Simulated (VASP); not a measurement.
# HfSiO4 (I4_1/amd) in VASP: a series of runs, part 2 of 3

VASP 6.6.1. Earlier steps stand in the parts before.

## Step 3: Electric field gradients, LDA

The input, INCAR:

```
PREC     = Accurate       # precision mode
ENCUT    = 520            # plane-wave cutoff, eV
EDIFF    = 1E-8           # SCF threshold, eV
ISMEAR   = -1             # smearing method
SIGMA    = 0.02           # smearing width, eV
LREAL    = False          # projectors in reciprocal space
LASPH    = True           # aspherical terms in the spheres
NELM     = 60             # most SCF steps
ALGO     = Normal         # electronic algorithm
ISIF     = 2              # what is computed and relaxed
LWAVE    = False          # write WAVECAR
LCHARG   = False          # write CHGCAR
GGA      = CA             # functional
LEFG     = True         
NBANDS   = 50             # bands
```

The input, KPOINTS:

```
regular mesh
0
Gamma
  7 7 7
```

The input, POSCAR:

```
HfSiO4
1.0
   -3.2862500000      3.2862500000      2.9816000000
    3.2862500000     -3.2862500000      2.9816000000
    3.2862500000      3.2862500000     -2.9816000000
Hf Si O
2 2 8
Direct
    0.7500000000      0.2500000000      0.5000000000
    0.0000000000      0.0000000000      0.0000000000
    0.2500000000      0.7500000000      0.5000000000
    0.5000000000      0.5000000000      0.0000000000
    0.1340001292      0.3192780734      0.8147220558
    0.0692780734      0.7545560176      0.6852779442
    0.5045560176      0.3192780734      0.1852779442
    0.0692780734      0.3840001292      0.3147220558
    0.6159998708      0.9307219266      0.6852779442
    0.6807219266      0.8659998708      0.1852779442
    0.2454439824      0.9307219266      0.3147220558
    0.6807219266      0.4954439824      0.8147220558
```

Potentials or basis: VASP PAW LDA potentials, release 64 (Hf_pv, Si, O).

On the command line:

```sh
cat potpaw_LDA.64/Hf_pv/POTCAR potpaw_LDA.64/Si/POTCAR potpaw_LDA.64/O/POTCAR > POTCAR
mpirun -np 1 vasp_std > vasp.out
```

OUTCAR:

```text
PREC = Accurate
   ENCUT = 520
   EDIFF = 1E-8
   ISMEAR = -1
   LREAL = False
   LASPH = True
   NELM = 60
   ISIF = 2
   GGA = CA

 ion  position               nearest neighbor table
   1  0.750  0.250  0.500-   5 2.11   7 2.11  10 2.11  12 2.11   9 2.26   6 2.26   8 2.26  11 2.26
                             3 2.98   3 2.98   2 3.61   2 3.61   2 3.61   2 3.61
   2  0.000  0.000  0.000-   6 2.11   8 2.11   9 2.11  11 2.11   7 2.26  10 2.26   5 2.26  12 2.26
                             4 2.98   4 2.98   1 3.61   1 3.61   1 3.61   1 3.61
   3  0.250  0.750  0.500-   6 1.63  11 1.63   9 1.63   8 1.63   1 2.98   1 2.98
   4  0.500  0.500  0.000-   7 1.63  12 1.63  10 1.63   5 1.63   2 2.98   2 2.98
   5  0.134  0.319  0.815-   4 1.63   1 2.11   2 2.26
   6  0.069  0.755  0.685-   3 1.63   2 2.11   1 2.26
   7  0.505  0.319  0.185-   4 1.63   1 2.11   2 2.26
   8  0.069  0.384  0.315-   3 1.63   2 2.11   1 2.26
   9  0.616  0.931  0.685-   3 1.63   2 2.11   1 2.26
  10  0.681  0.866  0.185-   4 1.63   1 2.11   2 2.26
  11  0.245  0.931  0.315-   3 1.63   2 2.11   1 2.26
  12  0.681  0.495  0.815-   4 1.63   1 2.11   2 2.26

  LATTYP: Found a body centered tetragonal cell.
 ALAT       =     6.5725000000
 C/A-ratio  =     0.9072955496

  Lattice vectors:

 A1 = (  -3.2862500000,   3.2862500000,   2.9816000000)
 A2 = (   3.2862500000,  -3.2862500000,   2.9816000000)
 A3 = (   3.2862500000,   3.2862500000,  -2.9816000000)

Analysis of symmetry for initial positions (statically):
=====================================================================
 Subroutine PRICEL returns:
 Original cell was already a primitive cell.

 Routine SETGRP: Setting up the symmetry group for a
 body centered tetragonal supercell.

 Subroutine GETGRP returns: Found 16 space group operations
[... 1494 lines left out ...]
      4.50399      0.00000      0.41312         0.077425      0.000000     -0.228958
      0.00000      1.21774      1.90392         0.000000      0.077425     -0.228958
      2.06851      0.00000      0.41312        -0.077425      0.000000     -0.228958
      3.28625      1.21774      2.56848         0.000000      0.077425      0.228958
      1.21774      0.00000      4.05928         0.077425     -0.000000      0.228958
      3.28625     -1.21774      2.56848        -0.000000     -0.077425      0.228958
      2.06851      3.28625      1.07768        -0.077425     -0.000000      0.228958
 -----------------------------------------------------------------------------------
    total drift:                               -0.000000     -0.000000      0.000000

  FREE ENERGIE OF THE ION-ELECTRON SYSTEM (eV)
  ---------------------------------------------------
  free  energy   TOTEN  =      -118.9902515000 eV

  energy  without entropy=     -118.9902515000  energy(sigma->0) =     -118.99025150

 Electric field gradients (V/A^2)
---------------------------------------------------------------------
 ion       V_xx      V_yy      V_zz      V_xy      V_xz      V_yz
---------------------------------------------------------------------
   1     -65.999   -65.999   131.997     0.000     0.000     0.000
   2     -65.999   -65.999   131.997     0.000     0.000     0.000
   3      11.466    11.466   -22.933    -0.000    -0.000    -0.000
   4      11.466    11.466   -22.933    -0.000    -0.000    -0.000
   5     -39.853    19.859    19.994    -0.001    -0.001    22.554
   6      19.859   -39.853    19.994    -0.001   -22.557    -0.001
   7     -39.853    19.859    19.994    -0.001    -0.001   -22.557
   8      19.859   -39.853    19.994    -0.001    22.554    -0.001
   9     -39.853    19.859    19.994    -0.001    -0.001    22.554
  10      19.859   -39.853    19.994    -0.001    22.554    -0.001
  11     -39.853    19.859    19.994    -0.001    -0.001   -22.557
  12      19.859   -39.853    19.994    -0.001   -22.557    -0.001
---------------------------------------------------------------------

 Electric field gradients after diagonalization (V/A^2)
 (convention: |V_zz| > |V_xx| > |V_yy|)
----------------------------------------------------------------------
 ion       V_xx      V_yy      V_zz     asymmetry (V_yy - V_xx)/ V_zz
----------------------------------------------------------------------
   1     -65.999   -65.998   131.997       0.000
   2     -65.999   -65.998   131.997       0.000
   3      11.466    11.466   -22.933       0.000
   4      11.466    11.466   -22.933       0.000
   5     -39.853    -2.627    42.480       0.876
   6     -39.853    -2.630    42.483       0.876
   7     -39.853    -2.630    42.483       0.876
   8     -39.853    -2.627    42.480       0.876
   9     -39.853    -2.627    42.480       0.876
  10     -39.853    -2.627    42.480       0.876
  11     -39.853    -2.630    42.483       0.876
  12     -39.853    -2.630    42.483       0.876
----------------------------------------------------------------------

           NMR quadrupolar parameters

 Cq : quadrupolar parameter    Cq=e*Q*V_zz/h
 eta: asymmetry parameters     (V_yy - V_xx)/ V_zz
 Q  : nuclear electric quadrupole moment in mb (millibarn)
----------------------------------------------------------------------
 ion       Cq(MHz)       eta       Q (mb)
----------------------------------------------------------------------
   1       0.319       0.000       1.000
   2       0.319       0.000       1.000
   3      -0.055       0.000       1.000
   4      -0.055       0.000       1.000
   5       0.103       0.876       1.000
   6       0.103       0.876       1.000
   7       0.103       0.876       1.000
   8       0.103       0.876       1.000
   9       0.103       0.876       1.000
  10       0.103       0.876       1.000
  11       0.103       0.876       1.000
  12       0.103       0.876       1.000
----------------------------------------------------------------------
```

Run time: 3.3 min. Hardware: 1 thread of Intel Xeon Platinum 8488C (Sapphire Rapids), shared host; peak memory 0.34 GiB.

What came out:

```yaml
Free_energy: -118.9903 eV
Pressure: -6.4 GPa
Largest_force: 0.242 eV/Å
Band_gap_on_the_k_mesh: 5.24 eV (least direct gap 5.62 eV)
Largest_electric_field_gradient_by_atom: Hf +132.0; Si -22.9; O +42.5 V/Å²
```

Forces on the atoms (eV/Å):
```
Hf   0.000  0.000  0.000
Hf   0.000  0.000  0.000
Si   0.000  0.000  0.000
Si   0.000  0.000  0.000
O    0.000 -0.077 -0.229
O    0.077  0.000 -0.229
O    0.000  0.077 -0.229
O   -0.077  0.000 -0.229
O    0.000  0.077  0.229
O    0.077  0.000  0.229
O    0.000 -0.077  0.229
O   -0.077  0.000  0.229
```

Stress tensor (GPa, compression positive):
```
-6.38  0.00  0.00
 0.00 -6.38  0.00
 0.00  0.00 -6.30
```

Electric field gradients, principal values (V/Å²):
```
atom    least   middle  greatest (by size)
1 Hf  -65.998  -65.999             131.997
2 Hf  -65.998  -65.999             131.997
3 Si   11.466   11.466             -22.933
4 Si   11.466   11.466             -22.933
 5 O   -2.627  -39.853              42.480
 6 O   -2.630  -39.853              42.483
 7 O   -2.630  -39.853              42.483
 8 O   -2.627  -39.853              42.480
 9 O   -2.627  -39.853              42.480
10 O   -2.627  -39.853              42.480
11 O   -2.630  -39.853              42.483
12 O   -2.630  -39.853              42.483
```

Caveat: the cell stands under tension; without QUAD_EFG the Cq values of the log hold for a quadrupole moment of 1 mb, not for the nuclei; spin-orbit coupling is left out, which moves the levels of the heavy elements.

## Step 4: Electric field gradients, PBEsol

The input, INCAR:

```
SYSTEM = HfSiO4
PREC = Accurate ; ENCUT = 520
EDIFF = 1E-8 ; ISMEAR = -1
SIGMA = 0.02 ; LREAL = .FALSE.
LASPH = .TRUE. ; NELM = 80
ALGO = Normal ; ISIF = 2
LWAVE = .FALSE. ; LCHARG = .FALSE.
GGA = PS ; LEFG = .TRUE.
NBANDS = 50
```

The input, KPOINTS:

```
regular mesh
0
G
  7 7 7
  0 0 0
```

POSCAR is that of step 3.

Potentials or basis: VASP PAW PBE potentials, release 64 (Hf_pv, Si, O).

On the command line:

```sh
cat potpaw_PBE.64/Hf_pv/POTCAR potpaw_PBE.64/Si/POTCAR potpaw_PBE.64/O/POTCAR > POTCAR
mpirun -np 1 vasp_std > vasp.out
```

OUTCAR:

```text
SYSTEM = HfSiO4
   PREC = Accurate
   ENCUT = 520
   EDIFF = 1E-8
   ISMEAR = -1
   LREAL = .FALSE.
   LASPH = .TRUE.
   NELM = 80
   ISIF = 2
   GGA = PS

 ion  position               nearest neighbor table
   1  0.750  0.250  0.500-   5 2.11   7 2.11  10 2.11  12 2.11   9 2.26   6 2.26   8 2.26  11 2.26
                             3 2.98   3 2.98   2 3.61   2 3.61   2 3.61   2 3.61
   2  0.000  0.000  0.000-   6 2.11   8 2.11   9 2.11  11 2.11   7 2.26  10 2.26   5 2.26  12 2.26
                             4 2.98   4 2.98   1 3.61   1 3.61   1 3.61   1 3.61
   3  0.250  0.750  0.500-   6 1.63  11 1.63   9 1.63   8 1.63   1 2.98   1 2.98
   4  0.500  0.500  0.000-   7 1.63  12 1.63  10 1.63   5 1.63   2 2.98   2 2.98
   5  0.134  0.319  0.815-   4 1.63   1 2.11   2 2.26
   6  0.069  0.755  0.685-   3 1.63   2 2.11   1 2.26
   7  0.505  0.319  0.185-   4 1.63   1 2.11   2 2.26
   8  0.069  0.384  0.315-   3 1.63   2 2.11   1 2.26
   9  0.616  0.931  0.685-   3 1.63   2 2.11   1 2.26
  10  0.681  0.866  0.185-   4 1.63   1 2.11   2 2.26
  11  0.245  0.931  0.315-   3 1.63   2 2.11   1 2.26
  12  0.681  0.495  0.815-   4 1.63   1 2.11   2 2.26

[... 1554 lines left out ...]
   3      11.280    11.280   -22.559       0.000
   4      11.280    11.280   -22.559       0.000
   5     -41.036    -2.127    43.162       0.901
   6     -41.036    -2.129    43.165       0.901
   7     -41.036    -2.129    43.165       0.901
   8     -41.036    -2.127    43.162       0.901
   9     -41.036    -2.127    43.162       0.901
  10     -41.036    -2.127    43.162       0.901
  11     -41.036    -2.129    43.165       0.901
  12     -41.036    -2.129    43.165       0.901
----------------------------------------------------------------------

           NMR quadrupolar parameters

 Cq : quadrupolar parameter    Cq=e*Q*V_zz/h
 eta: asymmetry parameters     (V_yy - V_xx)/ V_zz
 Q  : nuclear electric quadrupole moment in mb (millibarn)
----------------------------------------------------------------------
 ion       Cq(MHz)       eta       Q (mb)
----------------------------------------------------------------------
   1       0.305       0.000       1.000
   2       0.305       0.000       1.000
   3      -0.055       0.000       1.000
   4      -0.055       0.000       1.000
   5       0.104       0.901       1.000
   6       0.104       0.901       1.000
   7       0.104       0.901       1.000
   8       0.104       0.901       1.000
   9       0.104       0.901       1.000
  10       0.104       0.901       1.000
  11       0.104       0.901       1.000
  12       0.104       0.901       1.000
----------------------------------------------------------------------
```

OSZICAR:

```text
N       E                     dE             d eps       ncg     rms          rms(c)
DAV:   1     0.452311926654E+03    0.45231E+03   -0.42146E+04  4000   0.148E+03
DAV:   2    -0.998060464695E+02   -0.55212E+03   -0.53635E+03  4910   0.366E+02
DAV:   3    -0.128506231036E+03   -0.28700E+02   -0.28566E+02  4864   0.806E+01
DAV:   4    -0.128857544795E+03   -0.35131E+00   -0.35080E+00  5144   0.976E+00
DAV:   5    -0.128862082990E+03   -0.45382E-02   -0.45361E-02  5016   0.104E+00    0.743E+01
DAV:   6    -0.113680181427E+03    0.15182E+02   -0.60240E+01  4538   0.350E+01    0.599E+01
DAV:   7    -0.113508556403E+03    0.17163E+00   -0.30671E+00  5064   0.816E+00    0.396E+01
DAV:   8    -0.113484181416E+03    0.24375E-01   -0.45897E-01  4916   0.399E+00    0.102E+01
DAV:   9    -0.113443682293E+03    0.40499E-01   -0.16489E-01  4574   0.208E+00    0.286E+00
DAV:  10    -0.113443525816E+03    0.15648E-03   -0.89773E-03  5064   0.505E-01    0.406E-01
DAV:  11    -0.113443396646E+03    0.12917E-03   -0.95053E-04  4832   0.156E-01    0.376E-01
DAV:  12    -0.113443453795E+03   -0.57149E-04   -0.13184E-04  4888   0.541E-02    0.137E-01
DAV:  13    -0.113443469691E+03   -0.15896E-04   -0.15820E-05  5056   0.215E-02    0.441E-02
DAV:  14    -0.113443469470E+03    0.22064E-06   -0.65043E-07  4920   0.452E-03    0.635E-03
DAV:  15    -0.113443469596E+03   -0.12577E-06   -0.33820E-07  4864   0.277E-03    0.249E-03
DAV:  16    -0.113443469605E+03   -0.93660E-08   -0.16214E-08  3360   0.690E-04
   1 F= -.11344347E+03 E0= -.11344347E+03  d E =-.141200E-10
```

stdout:

```text
POSCAR found type information on POSCAR HfSiO
 POSCAR found :  3 types and      12 ions
 scaLAPACK will be used
 -----------------------------------------------------------------------------
|                                                                             |
|                                                                             |
|     You enforced a specific xc type in the INCAR file but a different       |
|     I HOPE YOU KNOW WHAT YOU ARE DOING!                                     |
|                                                                             |
 -----------------------------------------------------------------------------

 LDA part: xc-table for (Slater+PW92), standard interpolation
 POSCAR, INCAR and KPOINTS ok, starting setup
 FFT: planning ... GRIDC
 FFT: planning ... GRID_SOFT
 FFT: planning ... GRID
 WAVECAR not read
 entering main loop
ion   1

ion   2

ion   3

ion   4

ion   5

ion   6

ion   7

ion   8

ion   9

ion  10

ion  11

ion  12
```

Wall time 3.4 min (1 thread of Intel Xeon Platinum 8488C (Sapphire Rapids), shared host); peak memory 0.39 GiB.

Results:

```
Free energy                             : -113.4435 eV
Pressure                                : -0.5 GPa
Largest force                           : 0.354 eV/Å
Band gap on the k mesh                  : 5.33 eV (least direct gap 5.71 eV)
Largest electric field gradient by atom : Hf +126.2; Si -22.6; O +43.2 V/Å²
```

Forces on the atoms (eV/Å):
```
Hf   0.000  0.000  0.000
Hf   0.000  0.000  0.000
Si   0.000  0.000  0.000
Si   0.000  0.000  0.000
O    0.000 -0.211 -0.285
O    0.211  0.000 -0.285
O    0.000  0.211 -0.285
O   -0.211  0.000 -0.285
O    0.000  0.211  0.285
O    0.211  0.000  0.285
O    0.000 -0.211  0.285
O   -0.211  0.000  0.285
```

Levels at points of the mesh, in eV from the valence-band top:
```tsv
k point	band 34	band 35	band 36	band 37	band 38	band 39	band 40	band 41	band 42	band 43
(0.00, 0.00, 0.00)	-0.67	-0.59	-0.59	-0.57	0.00	5.74	6.04	6.05	6.18	6.18
```

Electric field gradients, principal values (V/Å²):
| atom | least | middle | greatest (by size) |
| --- | --- | --- | --- |
| 1 Hf | -63.106 | -63.106 | 126.212 |
| 2 Hf | -63.106 | -63.106 | 126.212 |
| 3 Si | 11.280 | 11.280 | -22.559 |
| 4 Si | 11.280 | 11.280 | -22.559 |
| 5 O | -2.127 | -41.036 | 43.162 |
| 6 O | -2.129 | -41.036 | 43.165 |
| 7 O | -2.129 | -41.036 | 43.165 |
| 8 O | -2.127 | -41.036 | 43.162 |
| 9 O | -2.127 | -41.036 | 43.162 |
| 10 O | -2.127 | -41.036 | 43.162 |
| 11 O | -2.129 | -41.036 | 43.165 |
| 12 O | -2.129 | -41.036 | 43.165 |

Caveat: without QUAD_EFG the Cq values of the log hold for a quadrupole moment of 1 mb, not for the nuclei; the PAW data sets were made with another functional, which shifts forces and pressure a little; spin-orbit coupling is left out, which moves the levels of the heavy elements.

(Continued in part 3 of 3.)
